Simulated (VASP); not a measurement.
Wanted: the native input for a VASP 6.6.1 run.

| Item | Value |
| --- | --- |
| Task | single point |
| Functional | PBE |
| Potentials or basis | VASP PAW PBE potentials, release 64 (Zn, Se) |
| Cutoff | 520 eV |
| k mesh | 6 × 6 × 2 |
| Occupations | gaussian, width 0.1 eV |
| Spin | no spin polarisation |
| Dipole correction | no |
| Further INCAR settings | ALGO = Normal; EDIFF = 1e-06; NBANDS = 36 |

The structure of ZnSe lies in POSCAR:

```
ZnSe
1.0
    3.8329923258      0.0000000000      0.0000000000
   -1.9164961629      3.3194687267      0.0000000000
    0.0000000000      0.0000000000     10.7514556025
Zn Se
3 3
Direct
    0.6666666667      0.3333333333      0.2195672304
    0.6666666667      0.3333333333      0.7804327696
    0.3333333333      0.6666666667      0.5000000000
    0.0000000000      0.0000000000      0.3343702969
    0.0000000000      0.0000000000      0.6656297031
    0.6666666667      0.3333333333      0.0000000000
```

The cell was built from a structure type or drawn by symmetry, and may not be a known phase.

One way to write it, as run:

INCAR

```
PREC     = Accurate       # precision mode
ENCUT    = 520            # plane-wave cutoff, eV
EDIFF    = 1E-6           # SCF threshold, eV
ISMEAR   = 0              # smearing method
SIGMA    = 0.1            # smearing width, eV
LREAL    = False          # projectors in reciprocal space
LASPH    = True           # aspherical terms in the spheres
NELM     = 100            # most SCF steps
ALGO     = Normal         # electronic algorithm
ISIF     = 2              # what is computed and relaxed
LWAVE    = False          # write WAVECAR
LCHARG   = True           # write CHGCAR
GGA      = PE             # functional
LELF     = True           # ELF
LVHAR    = True         
NBANDS   = 36             # bands
```

KPOINTS

```
regular mesh
0
Gamma
  6 6 2
```

Potentials or basis: VASP PAW PBE potentials, release 64 (Zn, Se).

Launch:

```bash
$ cat potpaw_PBE.64/Zn/POTCAR potpaw_PBE.64/Se/POTCAR > POTCAR
$ mpirun -np 1 vasp_std > vasp.out
```

Results of the run:

* Pressure: 0.3 GPa
* Largest force: 0.012 eV/Å
* Band gap on the k mesh: zero (bands 27 and 28 overlap by 0.63 eV)

Caveat: semilocal functionals underestimate gaps, so a narrow gap can read as zero.

Wall time 2.7 min on 1 thread of Intel Xeon 8259CL, on a shared host, peak memory 0.28 GiB.
